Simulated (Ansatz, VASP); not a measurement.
BaTiO3 in VASP and in Ansatz

```
CELL_PARAMETERS angstrom
2.88313 1.66457 2.36319
-2.88313 1.66457 2.36319
0.00000 -3.32915 2.36319
ATOMIC_POSITIONS crystal
Ba 0.00000 0.00000 0.00000
Ti 0.51400 0.51400 0.51400
O 0.49160 0.49160 0.98150
O 0.49160 0.98150 0.49160
O 0.98150 0.49160 0.49160
```

Change from the starting cell: volume scaled by 1.06.

Alike in both runs: task single point; functional LDA; k mesh 9 × 9 × 9; occupations fermi-dirac, width 0.05 eV; no spin polarisation.

|  | VASP | Ansatz |
| --- | --- | --- |
| version | VASP 6.6.1 | Ansatz 0.2.0 |
| potentials or method | VASP PAW LDA potentials, release 64 (Ba_sv, Ti_sv, O), cutoff 520 eV | all-electron LAPW, scalar-relativistic |

|  | VASP | Ansatz | Ansatz less VASP |
| --- | --- | --- | --- |
| gap on the k mesh at the Fermi level (eV) | 2.16 | 2.21 | +0.046 |
| pressure (GPa) | -12.5 | -14.2 | -1.66 |
| traceless stress, the component that is largest in VASP (GPa) | 0.22 | 0.27 | +0.053 |
| rms of the force components (eV/Å) | 0.212 | 0.244 | +0.0319 |

LDA's correlation is that of Perdew and Zunger in VASP and of Perdew and Wang (1992) in Ansatz. Atom by atom the forces differ by 0.032 eV/Å (rms over components). Ansatz ran all-electron here, and VASP with PAW potentials.

Neither program's run includes spin-orbit coupling.
